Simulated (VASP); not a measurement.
PbS:

```
CELL_PARAMETERS angstrom
2.09848 1.21156 3.42875
-2.09848 1.21156 3.42875
0.00000 -2.42312 3.42875
ATOMIC_POSITIONS crystal
Pb 0.98057 0.98057 0.98057
S 0.47504 0.47504 0.47504
```

Base run:

```yaml
Program: VASP 6.6.1
Functional: PBE
Potentials_or_basis: VASP PAW PBE potentials, release 64 (Pb_d, S)
Cutoff: 520 eV
k_mesh: 8 × 8 × 8
Occupations: fermi-dirac, width 0.05 eV
Spin: no spin polarisation
```

Its results: band gap on the k mesh 0.39 eV; pressure 2.0 GPa; largest force 0.030 eV/Å.

The run is repeated on the same cell with these changes: functional from PBE to r2SCAN. What comes out?

Band gap on the k mesh 0.64 eV; pressure 1.2 GPa; largest force 0.024 eV/Å.

Caveats: spin-orbit coupling is left out, which moves the levels of the heavy elements; the PAW data sets were made with another functional, which shifts forces and pressure a little (at least some runs).

A k mesh can miss the band edges.
